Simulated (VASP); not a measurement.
# Mg in VASP: a series of runs

Mg is run at these levels: LDA; tasks: single point.

Everything below comes from runs of VASP 6.6.1. Logs are shortened: lines on timing, memory, paths and dates and some standing lists are left out, and cuts for length are marked.

**1. The cell of the first run**

The cell holds a slab with vacuum, 1 atom: a = 3.137 Å, b = 3.137 Å, c = 16.000 Å, α = 90.00°, β = 90.00°, γ = 120.00°.

**2. Single point, LDA**

Input file INCAR:

```
ALGO = Normal ; DIPOL = 0.5 0.5 0.500
EDIFF = 1E-6 ; ENCUT = 520
IDIPOL = 3 ; ISIF = 2
ISMEAR = -1 ; LASPH = T
LCHARG = F ; LDIPOL = T
LREAL = F ; LWAVE = F
NBANDS = 7 ; NELM = 100
PREC = Accurate ; SIGMA = 0.1
```

Input file KPOINTS:

```
k-points
0
Gamma
  13 13 1
```

Input file POSCAR:

```
Mg
1.0
    3.1367078615      0.0000000000      0.0000000000
   -1.5683539307      2.7164686923      0.0000000000
    0.0000000000      0.0000000000     16.0000000000
Mg
1
Direct
    0.0000000000      0.0000000000      0.5000000000
```

Potentials or basis: VASP PAW LDA potentials, release 64 (Mg).

Started as:

```console
$ cat potpaw_LDA.64/Mg/POTCAR > POTCAR
$ mpirun -np 1 vasp_std > vasp.out
```

OUTCAR:

```text
EDIFF = 1E-6
   ENCUT = 520
   ISIF = 2
   ISMEAR = -1
   LASPH = T
   LREAL = F
   NELM = 100
   PREC = Accurate

 ion  position               nearest neighbor table
   1  0.000  0.000  0.500-

  LATTYP: Found a hexagonal cell.
 ALAT       =     3.1367078615
 C/A-ratio  =     5.1008894377

  Lattice vectors:

 A1 = (   3.1367078615,   0.0000000000,   0.0000000000)
 A2 = (  -1.5683539307,   2.7164686923,   0.0000000000)
 A3 = (   0.0000000000,   0.0000000000,  16.0000000000)

Analysis of symmetry for initial positions (statically):
=====================================================================
 Subroutine PRICEL returns:
 Original cell was already a primitive cell.

 Routine SETGRP: Setting up the symmetry group for a
 hexagonal supercell.

 Subroutine GETGRP returns: Found 24 space group operations
 (whereof 24 operations were pure point group operations)
 out of a pool of 24 trial point group operations.

The static configuration has the point symmetry D_6h.

Analysis of symmetry for dynamics (positions and initial velocities):
=====================================================================
 Subroutine PRICEL returns:
 Original cell was already a primitive cell.

 Routine SETGRP: Setting up the symmetry group for a
 hexagonal supercell.

 Subroutine GETGRP returns: Found 24 space group operations
 (whereof 24 operations were pure point group operations)
 out of a pool of 24 trial point group operations.

The dynamic configuration has the point symmetry D_6h.

 Subroutine INISYM returns: Found 24 space group operations
 (whereof 24 operations are pure point group operations),
 and found     1 'primitive' translations

----------------------------------------------------------------------------------------

                                     Primitive cell

  volume of cell :     136.3323

  direct lattice vectors                    reciprocal lattice vectors
     3.136707862  0.000000000  0.000000000     0.318805590  0.184062493  0.000000000
    -1.568353931  2.716468692  0.000000000     0.000000000  0.368124986  0.000000000
     0.000000000  0.000000000 16.000000000     0.000000000  0.000000000  0.062500000

  length of vectors
     3.136707862  3.136707861 16.000000000     0.368124986  0.368124986  0.062500000

  position of ions in fractional coordinates (direct lattice)
     0.000000000  0.000000000  0.500000000

  ion indices of the primitive-cell ions
   primitive index   ion index
                 1           1

----------------------------------------------------------------------------------------

 KPOINTS: k-points

Automatic generation of k-mesh.
 Grid dimensions read from file:
 generate k-points for:   13   13    1

 Generating k-lattice:

  Cartesian coordinates                     Fractional coordinates (reciprocal lattice)
     0.024523507  0.014158653  0.000000000     0.076923077  0.000000000  0.000000000
     0.000000000  0.028317307  0.000000000     0.000000000  0.076923077  0.000000000
     0.000000000  0.000000000  0.062500000     0.000000000  0.000000000  1.000000000

  Length of vectors
     0.028317307  0.028317307  0.062500000

  Shift w.r.t. Gamma in fractional coordinates (k-lattice)
     0.000000000  0.000000000  0.000000000

 Subroutine IBZKPT returns following result:
 ===========================================

 Found     21 irreducible k-points:

 Following reciprocal coordinates:
            Coordinates               Weight
  0.000000  0.000000  0.000000      1.000000
  0.076923  0.000000  0.000000      6.000000
  0.153846  0.000000  0.000000      6.000000
  0.230769  0.000000  0.000000      6.000000
  0.307692  0.000000  0.000000      6.000000
  0.384615 -0.000000  0.000000      6.000000
[... 13 lines left out ...]
  0.384615  0.230769  0.000000      6.000000
  0.307692  0.307692  0.000000      6.000000
   k-points           NKPTS =     21   k-points in BZ     NKDIM =     21   number of bands    NBANDS=      7
   number of dos      NEDOS =    301   number of ions     NIONS =      1
   total plane-waves  NPLWV =  69120
   dimension x,y,z NGX =    24 NGY =   24 NGZ =  120
   dimension x,y,z NGXF=    48 NGYF=   48 NGZF=  240
   ions per type =               1
   NGX,Y,Z   is equivalent  to a cutoff of  12.72, 12.72, 12.47 a.u.
   NGXF,Y,Z  is equivalent  to a cutoff of  25.44, 25.44, 24.94 a.u.
 SYSTEM =  unknown system
   PREC   = accura    normal or accurate (medium, high low for compatibility)
   ISTART =      0    job   : 0-new  1-cont  2-samecut
   ICHARG =      2    charge: 1-file 2-atom 10-const
   ISPIN  =      1    spin polarized calculation?
   LNONCOLLINEAR =      F non collinear calculations
   LSORBIT =      F    spin-orbit coupling
   LASPH  =      T    aspherical Exc in radial PAW
   ENCUT  =  520.0 eV  38.22 Ry    6.18 a.u.   5.83  5.83 29.75*2*pi/ulx,y,z
   NELM   =    100;   NELMIN=  2; NELMDL= -5     # of ELM steps
   EDIFF  = 0.1E-05   stopping-criterion for ELM
   LREAL  =      F    real-space projection
[... 7 lines left out ...]
   TEBEG  =    0.0;   TEEND  =   0.0 temperature during run
   PSTRESS=    0.0 pullay stress
   NELECT =       2.0000    total number of electrons
   NUPDOWN=      -1.0000    fix difference up-down
   EMIN   =  10.00;   EMAX   =-10.00  energy-range for DOS
   EFERMI =   0.00;   METHOD = LEGACY
   ISMEAR =    -1;   SIGMA  =   0.10  broadening in eV -4-tet -1-fermi 0-gaus
   EFERMI_NEDOS =   21; number of points for ismear=-14 and -15
   IALGO  =     38    algorithm
   IMIX   =      4    mixing-type and parameters
     AMIX     =   0.40;   BMIX     =  1.00
     AMIX_MAG =   1.60;   BMIX_MAG =  1.00
  volume/ion in A,a.u.               =     136.33       920.02
  Fermi-wavevector in a.u.,A,eV,Ry     =   0.400761  0.757328  2.185221  0.160609
  Thomas-Fermi vector in A             =   1.349884
   LORBIT       =      0    0 simple, 1 ext, 2 COOP (PROOUT), +10 PAW based schemes
   GGA     = CA    functional components
   LHFCALC =     F    Hartree Fock is set to
   AEXX    =    0.0000 exact exchange contribution
   IVDW    =     0    specifies the selected vdW correction
   LEPSILON=     F    determine dielectric tensor
   LRPA    =     F    only Hartree local field effects (RPA)
 non-spin polarized calculation
  energy-cutoff  :      520.00
  volume of cell :      136.33
 maximum number of plane-waves:      3704
 NGX is ok and might be reduce to    24
   NGX = 11   NGY = 11   NGZ = 59

 number of electron       2.0000000 magnetization

 dipolmoment           0.000000      0.000000     -0.000000 electrons x Angstroem

 Free energy of the ion-electron system (eV)
  ---------------------------------------------------
  ext. energy  EPLUGINS =         0.00000000
  ---------------------------------------------------
  free energy    TOTEN  =        -1.10809089 eV

  energy without entropy =       -1.08986394  energy(sigma->0) =       -1.09897742

 E-fermi :  -2.5237     XC(G=0):  -2.5725

 val. band max:       -2.5946754651   @ k =   0.0769   0.0769   0.0000
 cond. band min:      -2.4791116583   @ k =   0.1538   0.0000   0.0000
 fundamental gap:      0.1155638068
 Fermi energy:        -2.5236792349

 k-point     1 :       0.0000    0.0000    0.0000
  band No.  band energies     occupation
      1      -7.4060      2.00000
      2      -2.9414      1.96977
      3       0.0666      0.00000
      4       1.2491      0.00000
      5       1.4631      0.00000
      6       3.8052      0.00000
      7       3.8341      0.00000

 k-point     2 :       0.0769    0.0000    0.0000
  band No.  band energies     occupation
      1      -7.2854      2.00000
      2      -2.8258      1.90705
      3       0.1859      0.00000
      4       1.3685      0.00000
      5       1.5827      0.00000
      6       3.9239      0.00000
      7       3.9492      0.00000

 k-point     3 :       0.1538    0.0000    0.0000
  band No.  band energies     occupation
      1      -6.9244      2.00000
      2      -2.4791      0.78078
      3       0.5427      0.00000
      4       1.7265      0.00000
      5       1.9406      0.00000
      6       4.2800      0.00000
      7       4.2822      0.00000

 k-point     4 :       0.2308    0.0000    0.0000
  band No.  band energies     occupation
      1      -6.3266      2.00000
      2      -1.9014      0.00396
      3       1.1296      0.00000
      4       2.3233      0.00000
      5       2.5263      0.00000
      6       4.0023      0.00000
      7       4.8735      0.00000

 k-point     5 :       0.3077    0.0000    0.0000
  band No.  band energies     occupation
      1      -5.4977      2.00000
      2      -1.0929      0.00000
      3       1.6892      0.00000
      4       2.2289      0.00000
      5       3.1586      0.00000
      6       3.4108      0.00000
      7       5.7032      0.00000

 k-point     6 :       0.3846   -0.0000    0.0000
  band No.  band energies     occupation
      1      -4.4480      2.00000
      2      -0.0553      0.00000
      3       0.0471      0.00000
      4       3.0844      0.00000
      5       4.2236      0.00000
      6       4.4653      0.00000
      7       4.4806      0.00000

 k-point     7 :       0.4615    0.0000    0.0000
  band No.  band energies     occupation
      1      -3.2173      1.99806
      2      -1.5840      0.00017
      3       1.1985      0.00000
      4       2.7575      0.00000
      5       4.3607      0.00000
      6       5.5476      0.00000
      7       5.6992      0.00000

 k-point     8 :       0.0769    0.0769    0.0000
  band No.  band energies     occupation
      1      -7.0446      2.00000
      2      -2.5947      1.34079
      3       0.4240      0.00000
      4       1.6072      0.00000
      5       1.8216      0.00000
      6       4.1613      0.00000
      7       4.1753      0.00000

 k-point     9 :       0.1538    0.0769    0.0000
  band No.  band energies     occupation
      1      -6.5652      2.00000
      2      -2.1324      0.03920
      3       0.8971      0.00000
      4       2.0846      0.00000
      5       2.2961      0.00000
      6       4.5601      0.00000
      7       4.6361      0.00000

 k-point    10 :       0.2308    0.0769    0.0000
  band No.  band energies     occupation
      1      -5.8517      2.00000
      2      -1.4393      0.00004
      3       1.5809      0.00000
      4       2.8006      0.00000
      5       2.8694      0.00000
      6       3.2115      0.00000
      7       5.2703      0.00000

 k-point    11 :       0.3077    0.0769    0.0000
  band No.  band energies     occupation
      1      -4.9119      2.00000
      2      -0.5160      0.00000
      3       1.0099      0.00000
      4       2.6189      0.00000
      5       3.7547      0.00000
      6       3.9758      0.00000
      7       5.4052      0.00000

 k-point    12 :       0.3846    0.0769    0.0000
  band No.  band energies     occupation
      1      -3.7623      1.99999
      2      -0.7210      0.00000
      3       0.6335      0.00000
      4       3.6655      0.00000
      5       3.7385      0.00000
      6       4.9367      0.00000
      7       4.9519      0.00000

 k-point    13 :       0.4615    0.0769    0.0000
  band No.  band energies     occupation
      1      -2.6816      1.65826
      2      -2.0024      0.01084
      3       1.8240      0.00000
      4       2.2474      0.00000
      5       4.6033      0.00000
      6       5.2394      0.00000
      7       5.6276      0.00000

 k-point    14 :       0.1538    0.1538    0.0000
  band No.  band energies     occupation
      1      -5.9702      2.00000
      2      -1.5548      0.00012
      3       1.4785      0.00000
      4       2.6813      0.00000
      5       2.8767      0.00000
      6       3.9391      0.00000
      7       4.6859      0.00000

 k-point    15 :       0.2308    0.1538    0.0000
  band No.  band energies     occupation
      1      -5.1454      2.00000
      2      -0.7467      0.00000
      3       2.0176      0.00000
      4       2.4356      0.00000
      5       3.5164      0.00000
      6       3.5927      0.00000
      7       4.1825      0.00000

 k-point    16 :       0.3077    0.1538    0.0000
  band No.  band energies     occupation
      1      -4.1018      2.00000
      2       0.2901      0.00000
      3       0.3514      0.00000
      4       3.0569      0.00000
      5       3.7998      0.00000
      6       4.5774      0.00000
      7       4.9115      0.00000

 k-point    17 :       0.3846    0.1538    0.0000
  band No.  band energies     occupation
      1      -2.8808      1.94531
      2      -1.2558      0.00001
      3       1.5403      0.00000
      4       3.0773      0.00000
      5       3.1045      0.00000
      6       4.8703      0.00000
      7       5.9044      0.00000

 k-point    18 :       0.2308    0.2308    0.0000
  band No.  band energies     occupation
      1      -4.2161      2.00000
      2       0.1753      0.00000
      3       1.2831      0.00000
      4       2.1196      0.00000
      5       3.5110      0.00000
      6       4.4689      0.00000
      7       4.7788      0.00000

 k-point    19 :       0.3077    0.2308    0.0000
  band No.  band energies     occupation
      1      -3.0825      1.99255
      2      -0.1448      0.00000
      3       1.3207      0.00000
      4       1.5841      0.00000
      5       4.3313      0.00000
      6       4.6138      0.00000
      7       5.6603      0.00000

 k-point    20 :       0.3846    0.2308    0.0000
  band No.  band energies     occupation
      1      -2.0235      0.01336
      2      -1.3624      0.00002
      3       1.4438      0.00000
      4       2.4783      0.00000
      5       2.9656      0.00000
      6       5.7933      0.00000
      7       5.9555      0.00000

 k-point    21 :       0.3077    0.3077    0.0000
  band No.  band energies     occupation
      1      -1.9055      0.00412
      2      -0.7037      0.00000
      3       0.3607      0.00000
      4       2.5400      0.00000
      5       3.9558      0.00000
      6       4.4002      0.00000
      7       5.9052      0.00000

------------------------ aborting loop because EDIFF is reached ----------------------------------------

 vacuum level on the upper side and lower side of the slab       (xc-potential included)        -0.132        -0.132

  FORCE on cell =-STRESS in cart. coord.  units (eV):
  Direction    XX          YY          ZZ          XY          YZ          ZX
  --------------------------------------------------------------------------------------
  -------------------------------------------------------------------------------------
  Total       -0.7122457     -0.7122457     -0.0000710     -0.0000000      0.0000000      0.0000000
  in kB       -8.3703120     -8.3703120     -0.0008348     -0.0000000      0.0000000      0.0000000
  external PRESSURE =      -5.5804863 kB  Pullay stress =       0.0000000 kB

 VOLUME and BASIS-vectors are now :
 -----------------------------------------------------------------------------
  energy-cutoff  :      520.00
  volume of cell :      136.33
      direct lattice vectors                 reciprocal lattice vectors
     3.136707862  0.000000000  0.000000000     0.318805590  0.184062493  0.000000000
    -1.568353931  2.716468692  0.000000000     0.000000000  0.368124986  0.000000000
     0.000000000  0.000000000 16.000000000     0.000000000  0.000000000  0.062500000

 POSITION                                       TOTAL-FORCE (eV/Angst)
 -----------------------------------------------------------------------------------
      0.00000      0.00000      8.00000         0.000000      0.000000      0.000000
 -----------------------------------------------------------------------------------
    total drift:                                0.000000      0.000000     -0.000000

  FREE ENERGIE OF THE ION-ELECTRON SYSTEM (eV)
  ---------------------------------------------------
  free  energy   TOTEN  =        -1.1080908909 eV

  energy  without entropy=       -1.0898639435  energy(sigma->0) =       -1.09897742

 vacuum level on the upper side and lower side of the slab         1.067         1.067
```

Wall time 25 s (1 thread of Intel Xeon 8259CL, shared host); peak memory 0.2 GiB.

What came out:

```
Free energy            : -1.1081 eV
Band gap on the k mesh : zero (bands 1 and 2 overlap by 1.04 eV)
```

**3. Single point, LDA**

Input file INCAR:

```
PREC = Accurate
ENCUT = 520
EDIFF = 1E-6
ISMEAR = -1
SIGMA = 0.1
LREAL = False
LASPH = True
NELM = 80
ALGO = Normal
ISIF = 2
LWAVE = False
LCHARG = True
LDIPOL = True
IDIPOL = 3
DIPOL = 0.5 0.5 0.500
GGA = CA
LELF = True
LVHAR = True
LVACPOTAV = True
NBANDS = 7
```

Input file KPOINTS:

```
regular mesh
0
Gamma
  13 13 1
```

POSCAR is that of step 2.

Potentials or basis: VASP PAW LDA potentials, release 64 (Mg).

Started as:

```console
$ cat potpaw_LDA.64/Mg/POTCAR > POTCAR
$ mpirun -np 1 vasp_std > vasp.out
```

OUTCAR:

```text
PREC = Accurate
   ENCUT = 520
   EDIFF = 1E-6
   ISMEAR = -1
   LREAL = False
   LASPH = True
   NELM = 80
   ISIF = 2
   GGA = CA

 ion  position               nearest neighbor table
   1  0.000  0.000  0.500-

  LATTYP: Found a hexagonal cell.
 ALAT       =     3.1367078615
 C/A-ratio  =     5.1008894377

  Lattice vectors:

 A1 = (   3.1367078615,   0.0000000000,   0.0000000000)
 A2 = (  -1.5683539307,   2.7164686923,   0.0000000000)
 A3 = (   0.0000000000,   0.0000000000,  16.0000000000)

[... 388 lines left out ...]

  FORCE on cell =-STRESS in cart. coord.  units (eV):
  Direction    XX          YY          ZZ          XY          YZ          ZX
  --------------------------------------------------------------------------------------
  -------------------------------------------------------------------------------------
  Total       -0.7122457     -0.7122457     -0.0000710     -0.0000000      0.0000000      0.0000000
  in kB       -8.3703120     -8.3703120     -0.0008348     -0.0000000      0.0000000      0.0000000
  external PRESSURE =      -5.5804863 kB  Pullay stress =       0.0000000 kB

 VOLUME and BASIS-vectors are now :
 -----------------------------------------------------------------------------
  energy-cutoff  :      520.00
  volume of cell :      136.33
      direct lattice vectors                 reciprocal lattice vectors
     3.136707862  0.000000000  0.000000000     0.318805590  0.184062493  0.000000000
    -1.568353931  2.716468692  0.000000000     0.000000000  0.368124986  0.000000000
     0.000000000  0.000000000 16.000000000     0.000000000  0.000000000  0.062500000

 POSITION                                       TOTAL-FORCE (eV/Angst)
 -----------------------------------------------------------------------------------
      0.00000      0.00000      8.00000         0.000000      0.000000      0.000000
 -----------------------------------------------------------------------------------
    total drift:                                0.000000      0.000000     -0.000000

  FREE ENERGIE OF THE ION-ELECTRON SYSTEM (eV)
  ---------------------------------------------------
  free  energy   TOTEN  =        -1.1080908909 eV

  energy  without entropy=       -1.0898639435  energy(sigma->0) =       -1.09897742

 vacuum level on the upper side and lower side of the slab         1.146         1.146
```

stdout:

```text
POSCAR found type information on POSCAR Mg
 POSCAR found :  1 types and       1 ions
 scaLAPACK will be used
 LDA part: xc-table for (Slater(with rela. corr.)+CA(PZ))
 , standard interpolation
 POSCAR, INCAR and KPOINTS ok, starting setup
 FFT: planning ... GRIDC
 FFT: planning ... GRID_SOFT
 FFT: planning ... GRID
 WAVECAR not read
 entering main loop
 -----------------------------------------------------------------------------
|                                                                             |
|           W    W    AA    RRRRR   N    N  II  N    N   GGGG   !!!           |
|           W    W   A  A   R    R  NN   N  II  NN   N  G    G  !!!           |
|           W    W  A    A  R    R  N N  N  II  N N  N  G       !!!           |
|           W WW W  AAAAAA  RRRRR   N  N N  II  N  N N  G  GGG   !            |
|           WW  WW  A    A  R   R   N   NN  II  N   NN  G    G                |
|           W    W  A    A  R    R  N    N  II  N    N   GGGG   !!!           |
|                                                                             |
|     Did not find any points to average over, which means that no vacuum     |
|     field-free region was found. Please increase the size of  your cell     |
|     in the dimension of the dipole correction to obtain accurate            |
|     workfunction values.                                                    |
|                                                                             |
 -----------------------------------------------------------------------------
```

Wall time 38 s (1 thread of Intel Xeon 8259CL, shared host); peak memory 0.19 GiB.

What came out:

* Free energy: -1.1081 eV
* Band gap on the k mesh: zero (bands 1 and 2 overlap by 1.04 eV)

Levels at points of the mesh, in eV from the Fermi level:
```csv
k point,band 1,band 2,band 3,band 4,band 5,band 6
"(0.00, 0.00, 0.00)",-4.88,-0.42,2.59,3.77,3.99,6.33
```

[end of part 1 of 2]

The gap in the log of VASP goes by the Fermi energy; the results here count the filled bands.